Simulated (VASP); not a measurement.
Write the native input for VASP 6.6.1 that does the following.

* Task: single point
* Functional: PBE
* Potentials or basis: VASP PAW PBE potentials, release 64 (Si, O)
* Cutoff: 520 eV
* k mesh: 2 × 2 × 2
* Occupations: gaussian, width 0.02 eV
* Spin: no spin polarisation
* Dipole correction: no
* Further INCAR settings: LREAL = Auto; ALGO = Normal; EDIFF = 1e-06; NBANDS = 49

The structure of Si16O (a cell with a defect) lies in POSCAR:

```
Si16O
1.0
    0.0000000000      5.4700937548     -5.4700937548
    5.4700937548      5.4700937548      0.0000000000
    5.4700937548      0.0000000000     -5.4700937548
Si O
16 1
Direct
    0.1455288585      0.1315614562      0.1282872893
    0.1157565169      0.6268342288      0.1235295098
    0.6231770702      0.0824510548      0.1229152607
    0.6115491160      0.6001266426      0.1113311814
    0.1330389446      0.1244621263      0.6330194061
    0.1222447969      0.6300514497      0.6220663946
    0.6283484624      0.1315317492      0.6450927824
    0.6236097868      0.6268181413      0.6155612958
    0.2388459976      0.7554415308      0.2475363423
    0.2621772248      0.2543309242      0.2577465878
    0.7414850059      0.7115818621      0.2412992463
    0.7774128179      0.2445031219      0.2770184695
    0.2491817437      0.7504939922      0.7490976725
    0.2547502040      0.2562973439      0.7547037921
    0.7477145152      0.7553838536      0.7386042509
    0.7577382008      0.2542859524      0.7618319149
   -0.2437324769      0.0521540421      0.2557222166
```

These files were run (other wordings do the same):

INCAR

```
SYSTEM = Si16O
  PREC = Accurate
  ENCUT = 520
  EDIFF = 1E-6
  ISMEAR = 0
  SIGMA = 0.02
  LREAL = Auto
  LASPH = .True.
  NELM = 60
  ALGO = Normal
  ISIF = 2
  LWAVE = .False.
  LCHARG = .True.
  GGA = PE
  LELF = .True.
  LVHAR = .True.
  NBANDS = 49
```

KPOINTS

```
Automatic mesh
0
Gamma
  2 2 2
  0 0 0
```

Potentials or basis: VASP PAW PBE potentials, release 64 (Si, O).

Command:

```sh
$ cat potpaw_PBE.64/Si/POTCAR potpaw_PBE.64/O/POTCAR > POTCAR
$ mpirun -np 1 vasp_std > vasp.out
```

It gave:

```json
{
 "Pressure": "2.4 GPa",
 "Largest force": "0.059 eV/Å",
 "Band gap on the k mesh": "0.51 eV"
}
```

Caveat: the k points lie up to 0.50 Å⁻¹ apart.

Run time: 4.2 min on 1 thread of Intel(R) Xeon(R) Platinum 8375C CPU @ 2.90GHz (Ice Lake), on a shared host, peak memory 0.48 GiB.
